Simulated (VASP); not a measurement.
# W (Im-3m) in VASP: a series of runs

W is run at these levels: PBE; tasks: single point.

Everything below comes from runs of VASP 6.6.1. Logs are shortened: lines on timing, memory, paths and dates and some standing lists are left out, and cuts for length are marked.

## Step 1: The cell of the first run

The structure is cubic, space group Im-3m (No. 229). Conventional cell: a = 2.939 Å, b = 2.939 Å, c = 2.939 Å, α = 90.00°, β = 90.00°, γ = 90.00°. W (site symmetry m-3m) has 14 W at 2.55 to 2.94 Å within 3.4 Å.

## Step 2: Single point, PBE (strain -0.080 along x and y, -0.080 along z)

File INCAR:

```
PREC = Accurate
ENCUT = 520
EDIFF = 1E-6
ISMEAR = 0
SIGMA = 0.15
LREAL = F
LASPH = T
NELM = 100
ALGO = Fast
ISIF = 2
LWAVE = F
LCHARG = F
GGA = PE
NBANDS = 13
```

File KPOINTS:

```
regular mesh
0
Gamma
  20 20 20
```

File POSCAR:

```
W
1.0
   -1.4695160000      1.4695160000      1.4695160000
    1.4695160000     -1.4695160000      1.4695160000
    1.4695160000      1.4695160000     -1.4695160000
W
1
Direct
    0.0000000000      0.0000000000      0.0000000000
```

Potentials or basis: VASP PAW PBE potentials, release 64 (W_sv).

Started as:

```
$ cat potpaw_PBE.64/W_sv/POTCAR > POTCAR
$ mpirun -np 1 vasp_std > vasp.out
```

OUTCAR:

```text
PREC = Accurate
   ENCUT = 520
   EDIFF = 1E-6
   ISMEAR = 0
   LREAL = F
   LASPH = T
   NELM = 100
   ISIF = 2
   GGA = PE

 ion  position               nearest neighbor table
   1  0.000  0.000  0.000-

  LATTYP: Found a body centered cubic cell.
 ALAT       =     2.9390320000

  Lattice vectors:

 A1 = (  -1.4695160000,   1.4695160000,   1.4695160000)
 A2 = (   1.4695160000,  -1.4695160000,   1.4695160000)
 A3 = (   1.4695160000,   1.4695160000,  -1.4695160000)

Analysis of symmetry for initial positions (statically):
=====================================================================
 Subroutine PRICEL returns:
 Original cell was already a primitive cell.

 Routine SETGRP: Setting up the symmetry group for a
 body centered cubic supercell.

 Subroutine GETGRP returns: Found 48 space group operations
 (whereof 48 operations were pure point group operations)
 out of a pool of 48 trial point group operations.

The static configuration has the point symmetry O_h .

Analysis of symmetry for dynamics (positions and initial velocities):
=====================================================================
 Subroutine PRICEL returns:
 Original cell was already a primitive cell.

 Routine SETGRP: Setting up the symmetry group for a
 body centered cubic supercell.

 Subroutine GETGRP returns: Found 48 space group operations
 (whereof 48 operations were pure point group operations)
 out of a pool of 48 trial point group operations.

The dynamic configuration has the point symmetry O_h .

 Subroutine INISYM returns: Found 48 space group operations
 (whereof 48 operations are pure point group operations),
 and found     1 'primitive' translations

----------------------------------------------------------------------------------------

                                     Primitive cell

  volume of cell :      12.6935

  direct lattice vectors                    reciprocal lattice vectors
    -1.469516000  1.469516000  1.469516000     0.000000000  0.340248082  0.340248082
     1.469516000 -1.469516000  1.469516000     0.340248082  0.000000000  0.340248082
     1.469516000  1.469516000 -1.469516000     0.340248082  0.340248082  0.000000000

  length of vectors
     2.545276375  2.545276375  2.545276375     0.481183452  0.481183452  0.481183452

  position of ions in fractional coordinates (direct lattice)
     0.000000000  0.000000000  0.000000000

  ion indices of the primitive-cell ions
   primitive index   ion index
                 1           1

----------------------------------------------------------------------------------------

 KPOINTS: regular mesh

Automatic generation of k-mesh.
 Grid dimensions read from file:
 generate k-points for:   20   20   20

 Generating k-lattice:

  Cartesian coordinates                     Fractional coordinates (reciprocal lattice)
     0.000000000  0.017012404  0.017012404     0.050000000  0.000000000  0.000000000
     0.017012404  0.000000000  0.017012404     0.000000000  0.050000000  0.000000000
     0.017012404  0.017012404  0.000000000     0.000000000  0.000000000  0.050000000

  Length of vectors
     0.024059173  0.024059173  0.024059173

  Shift w.r.t. Gamma in fractional coordinates (k-lattice)
     0.000000000  0.000000000  0.000000000

 Subroutine IBZKPT returns following result:
 ===========================================

 Found    256 irreducible k-points:

 Following reciprocal coordinates:
            Coordinates               Weight
  0.000000  0.000000  0.000000      1.000000
  0.050000  0.000000  0.000000     12.000000
  0.100000  0.000000  0.000000     12.000000
  0.150000  0.000000  0.000000     12.000000
  0.200000  0.000000  0.000000     12.000000
  0.250000  0.000000  0.000000     12.000000
[... 16 lines left out ...]
  0.200000  0.100000  0.000000     48.000000
  0.250000  0.100000  0.000000     48.000000
 [... further k-points ...]
   k-points           NKPTS =    256   k-points in BZ     NKDIM =    256   number of bands    NBANDS=     13
   number of dos      NEDOS =    301   number of ions     NIONS =      1
   total plane-waves  NPLWV =   8000
   dimension x,y,z NGX =    20 NGY =   20 NGZ =   20
   dimension x,y,z NGXF=    40 NGYF=   40 NGZF=   40
   ions per type =               1
   NGX,Y,Z   is equivalent  to a cutoff of  13.06, 13.06, 13.06 a.u.
   NGXF,Y,Z  is equivalent  to a cutoff of  26.13, 26.13, 26.13 a.u.
 SYSTEM =  unknown system
   PREC   = accura    normal or accurate (medium, high low for compatibility)
   ISTART =      0    job   : 0-new  1-cont  2-samecut
   ICHARG =      2    charge: 1-file 2-atom 10-const
   ISPIN  =      1    spin polarized calculation?
   LNONCOLLINEAR =      F non collinear calculations
   LSORBIT =      F    spin-orbit coupling
   LASPH  =      T    aspherical Exc in radial PAW
   ENCUT  =  520.0 eV  38.22 Ry    6.18 a.u.   4.73  4.73  4.73*2*pi/ulx,y,z
   NELM   =    100;   NELMIN=  2; NELMDL= -5     # of ELM steps
   EDIFF  = 0.1E-05   stopping-criterion for ELM
   LREAL  =      F    real-space projection
   EDIFFG = 0.1E-04   stopping-criterion for IOM
   NSW    =      0    number of steps for IOM
   IBRION =     -1    ionic relax: 0-MD 1-quasi-New 2-CG
   NFREE  =      0    steps in history (QN), initial steepest desc. (CG)
   ISIF   =      2    stress and relaxation
   ISYM   =      2    0-nonsym 1-usesym 2-fastsym
   POTIM  = 0.5000    time-step for ionic-motion
   TEBEG  =    0.0;   TEEND  =   0.0 temperature during run
   PSTRESS=    0.0 pullay stress
   NELECT =      14.0000    total number of electrons
   NUPDOWN=      -1.0000    fix difference up-down
   EMIN   =  10.00;   EMAX   =-10.00  energy-range for DOS
   EFERMI =   0.00;   METHOD = LEGACY
   ISMEAR =     0;   SIGMA  =   0.15  broadening in eV -4-tet -1-fermi 0-gaus
   EFERMI_NEDOS =   21; number of points for ismear=-14 and -15
   IALGO  =     68    algorithm
   IMIX   =      4    mixing-type and parameters
     AMIX     =   0.40;   BMIX     =  1.00
     AMIX_MAG =   1.60;   BMIX_MAG =  1.00
  volume/ion in A,a.u.               =      12.69        85.66
  Fermi-wavevector in a.u.,A,eV,Ry     =   1.691440  3.196358 38.925838  2.860968
  Thomas-Fermi vector in A             =   2.773206
   LORBIT       =      0    0 simple, 1 ext, 2 COOP (PROOUT), +10 PAW based schemes
   GGA     = PE    functional components
   LHFCALC =     F    Hartree Fock is set to
   AEXX    =    0.0000 exact exchange contribution
   IVDW    =     0    specifies the selected vdW correction
   LEPSILON=     F    determine dielectric tensor
   LRPA    =     F    only Hartree local field effects (RPA)
 non-spin polarized calculation
 RMM-DIIS sequential band-by-band and
 Gauss-broadening in eV      SIGMA  =   0.15
  energy-cutoff  :      520.00
  volume of cell :       12.69
 maximum number of plane-waves:       370
   NGX =  9   NGY =  9   NGZ =  9

 number of electron      13.9999997 magnetization

 Free energy of the ion-electron system (eV)
  ---------------------------------------------------
  ext. energy  EPLUGINS =         0.00000000
  ---------------------------------------------------
  free energy    TOTEN  =       -11.88988631 eV

  energy without entropy =      -11.88449115  energy(sigma->0) =      -11.88718873

 E-fermi :  15.1286     XC(G=0): -14.9463

 val. band max:       15.1244706381   @ k =   0.5000   0.5000   0.2500
 cond. band min:      15.1698215901   @ k =   0.4000   0.1000   0.0000
 fundamental gap:      0.0453509521
 Fermi energy:        15.1285943415

 k-point     1 :       0.0000    0.0000    0.0000
  band No.  band energies     occupation
      1     -59.0688      2.00000
      2     -22.1191      2.00000
      3     -22.1191      2.00000
      4     -22.1191      2.00000
      5       4.1811      2.00000
      6      13.2584      2.00000
      7      13.2584      2.00000
      8      13.2585      2.00000
      9      17.7263      0.00000
     10      17.7263      0.00000
     11      29.9036      0.00000
     12      29.9036      0.00000
     13      29.9036      0.00000

 k-point     2 :       0.0500    0.0000    0.0000
  band No.  band energies     occupation
      1     -59.0606      2.00000
      2     -22.1918      2.00000
      3     -22.1403      2.00000
      4     -22.1199      2.00000
      5       4.3446      2.00000
      6      13.1531      2.00000
      7      13.2356      2.00000
      8      13.4162      2.00000
      9      17.5364      0.00000
     10      17.7219      0.00000
     11      30.0561      0.00000
     12      30.1693      0.00000
     13      30.3664      0.00000

 k-point     3 :       0.1000    0.0000    0.0000
  band No.  band energies     occupation
      1     -59.0363      2.00000
      2     -22.3995      2.00000
      3     -22.2015      2.00000
      4     -22.1221      2.00000
      5       4.8128      2.00000
      6      12.8604      2.00000
      7      13.1421      2.00000
      8      13.8848      2.00000
      9      17.1242      0.00000
     10      17.7184      0.00000
     11      30.4715      0.00000
     12      30.9423      0.00000
     13      31.5951      0.00000
[... 305 lines left out ...]
 k-point    23 :       0.2000    0.1000    0.0000
  band No.  band energies     occupation
      1     -58.8798      2.00000
      2     -23.5698      2.00000
      3     -22.5551      2.00000
      4     -22.2227      2.00000
      5       7.4310      2.00000
      6      11.4913      2.00000
      7      12.1412      2.00000
      8      16.4366      0.00000
      9      17.7124      0.00000
     10      18.4675      0.00000
     11      31.5599      0.00000
     12      33.8237      0.00000
     13      35.6898      0.00000

 k-point    24 :       0.2500    0.1000    0.0000
  band No.  band energies     occupation
      1     -58.8283      2.00000
      2     -23.9111      2.00000
      3     -22.7002      2.00000
      4     -22.2322      2.00000
      5       7.8295      2.00000
      6      11.0713      2.00000
      7      12.4867      2.00000
      8      16.7795      0.00000
      9      18.6876      0.00000
     10      19.2365      0.00000
     11      30.5095      0.00000
     12      33.5740      0.00000
     13      36.7592      0.00000

 [... further k-points ...]
[... 5 lines left out ...]
  --------------------------------------------------------------------------------------
  -------------------------------------------------------------------------------------
  Total        9.6024709      9.6024709      9.6024709     -0.0000000     -0.0000000      0.0000000
  in kB     1212.0223663   1212.0223663   1212.0223663     -0.0000000     -0.0000000      0.0000000
  external PRESSURE =    1212.0223663 kB  Pullay stress =       0.0000000 kB

 VOLUME and BASIS-vectors are now :
 -----------------------------------------------------------------------------
  energy-cutoff  :      520.00
  volume of cell :       12.69
      direct lattice vectors                 reciprocal lattice vectors
    -1.469516000  1.469516000  1.469516000     0.000000000  0.340248082  0.340248082
     1.469516000 -1.469516000  1.469516000     0.340248082  0.000000000  0.340248082
     1.469516000  1.469516000 -1.469516000     0.340248082  0.340248082  0.000000000

 POSITION                                       TOTAL-FORCE (eV/Angst)
 -----------------------------------------------------------------------------------
      0.00000      0.00000      0.00000         0.000000      0.000000     -0.000000
 -----------------------------------------------------------------------------------
    total drift:                                0.000000     -0.000000      0.000000

  FREE ENERGIE OF THE ION-ELECTRON SYSTEM (eV)
  ---------------------------------------------------
  free  energy   TOTEN  =       -11.8898863056 eV

  energy  without entropy=      -11.8844911492  energy(sigma->0) =      -11.88718873
```

It took 38 s on 1 thread of Intel Xeon Platinum 8375C at 2.90GHz (Ice Lake), shared host; peak memory 0.15 GiB.

Results:

```
Free energy            : -11.8899 eV
Pressure               : 121.2 GPa
Band gap on the k mesh : zero (band 7 reaches 21.92 eV, above the bottom of band 8 at 13.26 eV)
```

Caveat: the cell differs from its parent crystal (strain -0.080 along x and y, -0.080 along z); spin-orbit coupling is left out, which moves the levels of the heavy elements.

## Step 3: Single point, PBE (strain -0.040 along x and y, -0.040 along z)

File INCAR:

```
SYSTEM = W
PREC = Accurate ; ENCUT = 520
EDIFF = 1E-6 ; ISMEAR = 0
SIGMA = 0.15 ; LREAL = .False.
LASPH = .True. ; NELM = 80
ALGO = Normal ; ISIF = 2
LWAVE = .False. ; LCHARG = .False.
GGA = PE ; NBANDS = 13
```

File KPOINTS:

```
regular mesh
0
Gamma
  20 20 20
  0 0 0
```

File POSCAR:

```
W
1.0
   -1.5334080000      1.5334080000      1.5334080000
    1.5334080000     -1.5334080000      1.5334080000
    1.5334080000      1.5334080000     -1.5334080000
W
1
Direct
    0.0000000000      0.0000000000      0.0000000000
```

Potentials or basis: VASP PAW PBE potentials, release 64 (W_sv).

Started as:

```
$ cat potpaw_PBE.64/W_sv/POTCAR > POTCAR
$ mpirun -np 1 vasp_std > vasp.out
```

OUTCAR:

```text
SYSTEM = W
   PREC = Accurate
   ENCUT = 520
   EDIFF = 1E-6
   ISMEAR = 0
   LREAL = .False.
   LASPH = .True.
   NELM = 80
   ISIF = 2
   GGA = PE

 ion  position               nearest neighbor table
   1  0.000  0.000  0.000-

  LATTYP: Found a body centered cubic cell.
 ALAT       =     3.0668160000

  Lattice vectors:

 A1 = (  -1.5334080000,   1.5334080000,   1.5334080000)
 A2 = (   1.5334080000,  -1.5334080000,   1.5334080000)
 A3 = (   1.5334080000,   1.5334080000,  -1.5334080000)

Analysis of symmetry for initial positions (statically):
=====================================================================
 Subroutine PRICEL returns:
 Original cell was already a primitive cell.

 Routine SETGRP: Setting up the symmetry group for a
 body centered cubic supercell.

 Subroutine GETGRP returns: Found 48 space group operations
 (whereof 48 operations were pure point group operations)
 out of a pool of 48 trial point group operations.

The static configuration has the point symmetry O_h .

Analysis of symmetry for dynamics (positions and initial velocities):
=====================================================================
 Subroutine PRICEL returns:
 Original cell was already a primitive cell.

 Routine SETGRP: Setting up the symmetry group for a
 body centered cubic supercell.

 Subroutine GETGRP returns: Found 48 space group operations
 (whereof 48 operations were pure point group operations)
 out of a pool of 48 trial point group operations.

The dynamic configuration has the point symmetry O_h .

 Subroutine INISYM returns: Found 48 space group operations
 (whereof 48 operations are pure point group operations),
 and found     1 'primitive' translations

----------------------------------------------------------------------------------------

[... 114 lines left out ...]
   LORBIT       =      0    0 simple, 1 ext, 2 COOP (PROOUT), +10 PAW based schemes
   GGA     = PE    functional components
   LHFCALC =     F    Hartree Fock is set to
   AEXX    =    0.0000 exact exchange contribution
   IVDW    =     0    specifies the selected vdW correction
   LEPSILON=     F    determine dielectric tensor
   LRPA    =     F    only Hartree local field effects (RPA)
 non-spin polarized calculation
 Gauss-broadening in eV      SIGMA  =   0.15
  energy-cutoff  :      520.00
  volume of cell :       14.42
 maximum number of plane-waves:       403
   NGX =  9   NGY =  9   NGZ =  9

 number of electron      13.9999995 magnetization

 Free energy of the ion-electron system (eV)
  ---------------------------------------------------
  ext. energy  EPLUGINS =         0.00000000
  ---------------------------------------------------
  free energy    TOTEN  =       -12.74245615 eV

  energy without entropy =      -12.73831448  energy(sigma->0) =      -12.74038531

 E-fermi :  12.9425     XC(G=0): -14.1854

 val. band max:       12.8948001713   @ k =   0.5000   0.5000   0.2000
 cond. band min:      12.9454632288   @ k =  -0.3000   0.3500   0.2000
 fundamental gap:      0.0506630575
 Fermi energy:        12.9425121064

 k-point     1 :       0.0000    0.0000    0.0000
  band No.  band energies     occupation
      1     -61.2174      2.00000
      2     -24.6103      2.00000
      3     -24.6103      2.00000
      4     -24.6103      2.00000
      5       2.7163      2.00000
      6      11.4587      2.00000
      7      11.4587      2.00000
      8      11.4587      2.00000
      9      15.3476      0.00000
     10      15.3476      0.00000
     11      27.5838      0.00000
     12      27.5838      0.00000
     13      27.5838      0.00000
[... 354 lines left out ...]
  band No.  band energies     occupation
      1     -61.0766      2.00000
      2     -25.8093      2.00000
      3     -25.0035      2.00000
      4     -24.6815      2.00000
      5       6.2045      2.00000
      6       9.6040      2.00000
      7      10.5591      2.00000
      8      14.5177      0.00000
      9      16.0920      0.00000
     10      16.4774      0.00000
     11      27.5376      0.00000
     12      29.6356      0.00000
     13      33.4291      0.00000

 [... further k-points ...]

------------------------ aborting loop because EDIFF is reached ----------------------------------------

  FORCE on cell =-STRESS in cart. coord.  units (eV):
  Direction    XX          YY          ZZ          XY          YZ          ZX
  --------------------------------------------------------------------------------------
  -------------------------------------------------------------------------------------
  Total        3.9688694      3.9688694      3.9688694      0.0000000     -0.0000000      0.0000000
  in kB      440.9041929    440.9041929    440.9041929      0.0000000     -0.0000000      0.0000000
  external PRESSURE =     440.9041929 kB  Pullay stress =       0.0000000 kB

 VOLUME and BASIS-vectors are now :
 -----------------------------------------------------------------------------
  energy-cutoff  :      520.00
  volume of cell :       14.42
      direct lattice vectors                 reciprocal lattice vectors
    -1.533408000  1.533408000  1.533408000     0.000000000  0.326071078  0.326071078
     1.533408000 -1.533408000  1.533408000     0.326071078  0.000000000  0.326071078
     1.533408000  1.533408000 -1.533408000     0.326071078  0.326071078  0.000000000

 POSITION                                       TOTAL-FORCE (eV/Angst)
 -----------------------------------------------------------------------------------
      0.00000      0.00000      0.00000         0.000000     -0.000000      0.000000
 -----------------------------------------------------------------------------------
    total drift:                                0.000000     -0.000000      0.000000

  FREE ENERGIE OF THE ION-ELECTRON SYSTEM (eV)
  ---------------------------------------------------
  free  energy   TOTEN  =       -12.7424561487 eV

  energy  without entropy=      -12.7383144759  energy(sigma->0) =      -12.74038531
```

It took 34 s on 1 thread of Intel Xeon Platinum 8375C at 2.90GHz (Ice Lake), shared host; peak memory 0.16 GiB.

What came out:

```
Free energy            : -12.7425 eV
Pressure               : 44.1 GPa
Band gap on the k mesh : zero (band 7 reaches 18.75 eV, above the bottom of band 8 at 11.46 eV)
```

Levels at points of the mesh, in eV from the Fermi level:
| k point | band 3 | band 4 | band 5 | band 6 | band 7 | band 8 | band 9 | band 10 | band 11 | band 12 |
| --- | --- | --- | --- | --- | --- | --- | --- | --- | --- | --- |
| (0.00, 0.00, 0.00) | -37.55 | -37.55 | -10.23 | -1.48 | -1.48 | -1.48 | 2.41 | 2.41 | 14.64 | 14.64 |
| (0.50, 0.00, 0.00) | -38.11 | -37.57 | -7.00 | -4.14 | 0.99 | 2.37 | 3.47 | 6.97 | 11.65 | 12.64 |
| (0.50, 0.50, 0.50) | -38.76 | -38.76 | -6.72 | -6.72 | 5.80 | 5.80 | 5.80 | 8.99 | 8.99 | 8.99 |

Caveat: the cell differs from its parent crystal (strain -0.040 along x and y, -0.040 along z); spin-orbit coupling is left out, which moves the levels of the heavy elements.
